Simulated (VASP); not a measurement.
Write the native input for VASP 6.6.1 that does the following.

```
Task                   : relaxation of cell and atoms
Functional             : PBEsol
Potentials or basis    : VASP PAW PBE potentials, release 64 (Co)
Cutoff                 : 600 eV
k mesh                 : 15 × 15 × 10
Occupations            : fermi-dirac, width 0.1 eV
Spin                   : no spin polarisation
Dipole correction      : no
Further INCAR settings : ALGO = Normal; EDIFF = 1e-06; ISYM = 0; IBRION = 2; EDIFFG = -0.01; NSW = 80; ISIF = 3
```

The structure of Co lies in POSCAR:

```
Co
1.0
   -2.1999784191      2.1999784191      1.2011882168
    2.1999784191     -2.1999784191      1.2011882168
    2.1999784191      2.1999784191     -1.2011882168
Co
2
Direct
    0.0000000000      0.0000000000      0.0000000000
    0.7500000000      0.2500000000      0.5000000000
```

One way to write it, as run:

INCAR

```
  ALGO = Normal
  EDIFF = 1E-6
  EDIFFG = -0.01
  ENCUT = 600
  GGA = PS
  IBRION = 2
  ISIF = 3
  ISMEAR = -1
  ISYM = 0
  LASPH = True
  LCHARG = False
  LREAL = False
  LWAVE = False
  NELM = 100
  NSW = 80
  PREC = Accurate
  SIGMA = 0.1
```

KPOINTS

```
k-points
0
Gamma
  15 15 10
```

Potentials or basis: VASP PAW PBE potentials, release 64 (Co).

Command:

```bash
$ cat potpaw_PBE.64/Co/POTCAR > POTCAR
$ mpirun -np 1 vasp_std > vasp.out
```

It gave:

- Relaxed volume: 10.80 Å³/atom
- Relaxed cell: a = 3.229 Å, b = 3.229 Å, c = 3.229 Å, α = 97.99°, β = 97.99°, γ = 136.22°
- Space group after relaxing (to 0.1 Å): I4_1/amd (No. 141)
- Energy gained by relaxing: 50.7 meV/atom
- Ionic steps: 8
- Pressure after relaxing: 0.1 GPa
- Band gap on the k mesh: zero (bands 9 and 10 overlap by 1.27 eV)

Caveat: the PAW data sets were made with another functional, which shifts forces and pressure a little; the run has no spin polarisation, though such a crystal can be magnetic.

It took 27 min on 1 thread of Oxide Virtual Turin-like Processor (shared host), peak memory 0.48 GiB.
